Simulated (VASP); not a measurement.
# Hg (R-3m) in VASP: notebook, part 2 of 2

VASP 6.6.1. Earlier steps stand in the parts before.

### 4 Relaxation of cell and atoms, LDA

This run uses another cell than the first one, of 23.07 Å³/atom, 1.017 times its volume.

File INCAR:

```
SYSTEM = Hg
PREC     = Accurate       ! precision mode
ENCUT    = 600            ! plane-wave cutoff, eV
EDIFF    = 1E-6           ! SCF threshold, eV
ISMEAR   = -1             ! smearing method
SIGMA    = 0.1            ! smearing width, eV
LREAL    = .FALSE.        ! projectors in reciprocal space
LASPH    = .TRUE.         ! aspherical terms in the spheres
NELM     = 100            ! most SCF steps
ALGO     = Normal         ! electronic algorithm
ISIF     = 3              ! what is computed and relaxed
LWAVE    = .FALSE.        ! write WAVECAR
LCHARG   = .FALSE.        ! write CHGCAR
GGA      = CA             ! functional
IBRION   = 2              ! ionic algorithm
NSW      = 80             ! ionic steps
EDIFFG   = -0.01          ! ionic threshold
```

File KPOINTS:

```
Automatic mesh
0
G
  11 11 11
  0 0 0
```

File POSCAR:

```
Hg
1.0
    1.7290008993      0.9982391346      2.2280000000
   -1.7290008993      0.9982391346      2.2280000000
    0.0000000000     -1.9964782693      2.2280000000
Hg
1
Direct
    1.0000000000      0.0000000000      0.0000000000
```

Potentials or basis: VASP PAW LDA potentials, release 64 (Hg).

On the command line:

```bash
$ cat potpaw_LDA.64/Hg/POTCAR > POTCAR
$ mpirun -np 1 vasp_std > vasp.out
```

OUTCAR:

```text
SYSTEM = Hg
   PREC = Accurate
   ENCUT = 600
   EDIFF = 1E-6
   ISMEAR = -1
   LREAL = .FALSE.
   LASPH = .TRUE.
   NELM = 100
   ISIF = 3
   GGA = CA
   IBRION = 2
   NSW = 80
   EDIFFG = -0.01

 ion  position               nearest neighbor table
   1  0.000  0.000  0.000-

  LATTYP: Found a trigonal (rhomboedric) cell.
 ALAT       =     2.9916399315
 COS(alpha) =     0.3319610401

  Lattice vectors:

 A1 = (   1.7290008993,   0.9982391346,   2.2280000000)
 A2 = (  -1.7290008993,   0.9982391346,   2.2280000000)
 A3 = (   0.0000000000,  -1.9964782693,   2.2280000000)

Analysis of symmetry for initial positions (statically):
=====================================================================
 Subroutine PRICEL returns:
 Original cell was already a primitive cell.

 Routine SETGRP: Setting up the symmetry group for a
 trigonal (rhombohedral) supercell.

 Subroutine GETGRP returns: Found 12 space group operations
 (whereof 12 operations were pure point group operations)
 out of a pool of 12 trial point group operations.

The static configuration has the point symmetry D_3d.

Analysis of symmetry for dynamics (positions and initial velocities):
=====================================================================
 Subroutine PRICEL returns:
 Original cell was already a primitive cell.

 Routine SETGRP: Setting up the symmetry group for a
 trigonal (rhombohedral) supercell.

 Subroutine GETGRP returns: Found 12 space group operations
 (whereof 12 operations were pure point group operations)
 out of a pool of 12 trial point group operations.

The dynamic configuration has the point symmetry D_3d.

 Subroutine INISYM returns: Found 12 space group operations
 (whereof 12 operations are pure point group operations),
 and found     1 'primitive' translations

----------------------------------------------------------------------------------------

                                     Primitive cell

  volume of cell :      23.0726

  direct lattice vectors                    reciprocal lattice vectors
     1.729000899  0.998239135  2.228000000     0.289184349  0.166960662  0.149611011
    -1.729000899  0.998239135  2.228000000    -0.289184349  0.166960662  0.149611011
     0.000000000 -1.996478269  2.228000000     0.000000000 -0.333921324  0.149611011

  length of vectors
     2.991639931  2.991639931  2.991639932     0.365905596  0.365905596  0.365905596

  position of ions in fractional coordinates (direct lattice)
     0.000000000  0.000000000  0.000000000

  ion indices of the primitive-cell ions
   primitive index   ion index
                 1           1

----------------------------------------------------------------------------------------

 KPOINTS: Automatic mesh

Automatic generation of k-mesh.
 Grid dimensions read from file:
 generate k-points for:   11   11   11

 Generating k-lattice:

  Cartesian coordinates                     Fractional coordinates (reciprocal lattice)
     0.026289486  0.015178242  0.013601001     0.090909091  0.000000000  0.000000000
[... 41 lines left out ...]
   k-points           NKPTS =    146   k-points in BZ     NKDIM =    146   number of bands    NBANDS=     10
   number of dos      NEDOS =    301   number of ions     NIONS =      1
   total plane-waves  NPLWV =  13824
   dimension x,y,z NGX =    24 NGY =   24 NGZ =   24
   dimension x,y,z NGXF=    48 NGYF=   48 NGZF=   48
   ions per type =               1
   NGX,Y,Z   is equivalent  to a cutoff of  13.34, 13.34, 13.34 a.u.
   NGXF,Y,Z  is equivalent  to a cutoff of  26.67, 26.67, 26.67 a.u.
 SYSTEM =  Hg
   PREC   = accura    normal or accurate (medium, high low for compatibility)
   ISTART =      0    job   : 0-new  1-cont  2-samecut
   ICHARG =      2    charge: 1-file 2-atom 10-const
   ISPIN  =      1    spin polarized calculation?
   LNONCOLLINEAR =      F non collinear calculations
   LSORBIT =      F    spin-orbit coupling
   LASPH  =      T    aspherical Exc in radial PAW
   ENCUT  =  600.0 eV  44.10 Ry    6.64 a.u.   5.98  5.98  5.98*2*pi/ulx,y,z
   NELM   =    100;   NELMIN=  2; NELMDL= -5     # of ELM steps
   EDIFF  = 0.1E-05   stopping-criterion for ELM
   LREAL  =      F    real-space projection
   EDIFFG = -.1E-01   stopping-criterion for IOM
   NSW    =     80    number of steps for IOM
   IBRION =      2    ionic relax: 0-MD 1-quasi-New 2-CG
   NFREE  =      1    steps in history (QN), initial steepest desc. (CG)
   ISIF   =      3    stress and relaxation
   ISYM   =      2    0-nonsym 1-usesym 2-fastsym
   POTIM  = 0.5000    time-step for ionic-motion
   TEBEG  =    0.0;   TEEND  =   0.0 temperature during run
   PSTRESS=    0.0 pullay stress
   NELECT =      12.0000    total number of electrons
   NUPDOWN=      -1.0000    fix difference up-down
   EMIN   =  10.00;   EMAX   =-10.00  energy-range for DOS
   EFERMI =   0.00;   METHOD = LEGACY
   ISMEAR =    -1;   SIGMA  =   0.10  broadening in eV -4-tet -1-fermi 0-gaus
   EFERMI_NEDOS =   21; number of points for ismear=-14 and -15
   IALGO  =     38    algorithm
   IMIX   =      4    mixing-type and parameters
     AMIX     =   0.40;   BMIX     =  1.00
     AMIX_MAG =   1.60;   BMIX_MAG =  1.00
  volume/ion in A,a.u.               =      23.07       155.70
  Fermi-wavevector in a.u.,A,eV,Ry     =   1.316547  2.487914 23.582938  1.733297
  Thomas-Fermi vector in A             =   2.446652
   LORBIT       =      0    0 simple, 1 ext, 2 COOP (PROOUT), +10 PAW based schemes
   GGA     = CA    functional components
   LHFCALC =     F    Hartree Fock is set to
   AEXX    =    0.0000 exact exchange contribution
   IVDW    =     0    specifies the selected vdW correction
   LEPSILON=     F    determine dielectric tensor
   LRPA    =     F    only Hartree local field effects (RPA)
 conjugate gradient relaxation of ions
 non-spin polarized calculation
  energy-cutoff  :      600.00
  volume of cell :       23.07
 maximum number of plane-waves:       787
   NGX = 11   NGY = 11   NGZ = 11

--------------------------------------- Ionic step        1  -------------------------------------------

 number of electron      12.0000003 magnetization

 Free energy of the ion-electron system (eV)
  ---------------------------------------------------
  ext. energy  EPLUGINS =         0.00000000
  ---------------------------------------------------
  free energy    TOTEN  =        -0.96987618 eV

  energy without entropy =       -0.96092451  energy(sigma->0) =       -0.96540035

------------------------ aborting loop because EDIFF is reached ----------------------------------------

  FORCE on cell =-STRESS in cart. coord.  units (eV):
  Direction    XX          YY          ZZ          XY          YZ          ZX
  --------------------------------------------------------------------------------------
  -------------------------------------------------------------------------------------
  Total       -0.0731608     -0.0731608     -0.2290114      0.0000000      0.0000000     -0.0000000
  in kB       -5.0803373     -5.0803373    -15.9027232      0.0000000      0.0000000     -0.0000000
  external PRESSURE =      -8.6877993 kB  Pullay stress =       0.0000000 kB
[... 232 lines left out ...]
--------------------------------------- Ionic step        8  -------------------------------------------

 number of electron      12.0000003 magnetization

 Free energy of the ion-electron system (eV)
  ---------------------------------------------------
  ext. energy  EPLUGINS =         0.00000000
  ---------------------------------------------------
  free energy    TOTEN  =        -0.97216136 eV

  energy without entropy =       -0.96323830  energy(sigma->0) =       -0.96769983

 E-fermi :   2.7584     XC(G=0): -11.3011

 val. band max:        2.6794936377   @ k =  -0.4545   0.1818   0.1818
 cond. band min:       2.8666035310   @ k =  -0.4545   0.4545   0.0000
 fundamental gap:      0.1871098933
 Fermi energy:         2.7584433031

 k-point     1 :       0.0000    0.0000    0.0000
  band No.  band energies     occupation
      1      -6.6746      2.00000
      2      -5.1526      2.00000
      3      -5.1526      2.00000
      4      -3.5633      2.00000
      5      -3.4403      2.00000
      6      -3.4403      2.00000
      7      14.8065      0.00000
      8      15.1904      0.00000
      9      15.1904      0.00000
     10      19.7928      0.00000
[... 287 lines left out ...]
 k-point    24 :      -0.1818    0.1818    0.0000
  band No.  band energies     occupation
      1      -5.4164      2.00000
      2      -4.8615      2.00000
      3      -4.6517      2.00000
      4      -3.5965      2.00000
      5      -3.5893      2.00000
      6      -3.0904      2.00000
      7       9.1172      0.00000
      8      10.2571      0.00000
      9      17.2963      0.00000
     10      19.2597      0.00000

 [... further k-points ...]
[... 5 lines left out ...]
  --------------------------------------------------------------------------------------
  -------------------------------------------------------------------------------------
  Total        0.0031031      0.0031031     -0.0052945      0.0000000      0.0000000      0.0000000
  in kB        0.2164897      0.2164897     -0.3693764      0.0000000      0.0000000      0.0000000
  external PRESSURE =       0.0212010 kB  Pullay stress =       0.0000000 kB
[... 16 lines left out ...]
  FREE ENERGIE OF THE ION-ELECTRON SYSTEM (eV)
  ---------------------------------------------------
  free  energy   TOTEN  =        -0.9721613601 eV

  energy  without entropy=       -0.9632382994  energy(sigma->0) =       -0.96769983

 reached required accuracy - stopping structural energy minimisation
```

Run time: 59 s. Hardware: 1 thread of Intel Xeon Platinum 8375C at 2.90GHz (Ice Lake), shared host; peak memory 0.17 GiB.

Results:

```
Free energy                            : -0.9722 eV
Relaxed volume                         : 22.96 Å³/atom
Relaxed cell                           : a = 2.963 Å, b = 2.963 Å, c = 2.963 Å, α = 72.29°, β = 72.29°, γ = 72.29°
Space group after relaxing (to 0.05 Å) : R-3m (No. 166)
Energy gained by relaxing              : 2.3 meV/atom
Ionic steps                            : 8
Pressure after relaxing                : 0.0 GPa
Band gap on the k mesh                 : zero (band 6 reaches 3.88 eV, above the bottom of band 7 at 1.22 eV)
```

The path:
```tsv
step	energy change (eV)	largest force (eV/Å)	pressure (GPa)	volume (Å³)
1	0.0000	0.0000	-0.87	23.07
2	-0.0014	0.0000	0.26	22.66
3	-0.0014	0.0000	0.11	22.69
4	-0.0014	0.0000	0.12	22.69
5	-0.0016	0.0000	0.09	22.72
6	-0.0020	0.0000	0.06	22.82
7	-0.0023	0.0000	-0.07	23.02
8	-0.0023	0.0000	0.00	22.96
```

Final structure:
```
Hg
1.0
     1.74787    1.00913    2.16997
    -1.74787    1.00913    2.16997
     0.00000   -2.01827    2.16997
Hg
1
Direct
  0.00000 0.00000 0.00000
```

Caveat: spin-orbit coupling is left out, which moves the levels of the heavy elements. Zero-point motion and thermal expansion aren't in these numbers.

### 5 The runs side by side

| task | potentials or basis | cell | cutoff (eV) | smearing | second run | gap on the mesh (eV) | pressure (GPa) |
| --- | --- | --- | --- | --- | --- | --- | --- |
| single point | VASP PAW LDA potentials, release 64 (Hg_sv_GW) | a = 2.946 Å, angles 72.7°, 1 atom | 500 | fermi-dirac 0.01 eV | valence_matched | none | -0.9 |
| single point | VASP PAW LDA potentials, release 64 (Hg) | a = 2.946 Å, angles 72.7°, 1 atom | 520 | fermi-dirac 0.1 eV | - | none | 0.7 |
| relaxation of cell and atoms | VASP PAW LDA potentials, release 64 (Hg) | relaxed from a = 2.992 Å, angles 70.6°, 1 atom | 600 | fermi-dirac 0.1 eV | - | none | 0.0 |

Alike in all rows: level LDA; no spin polarisation; k mesh 11 × 11 × 11.

Caveats: spin-orbit coupling is left out, which moves the levels of the heavy elements.

Total energies depend on the potentials used, so only differences within one code and one set of settings carry meaning.
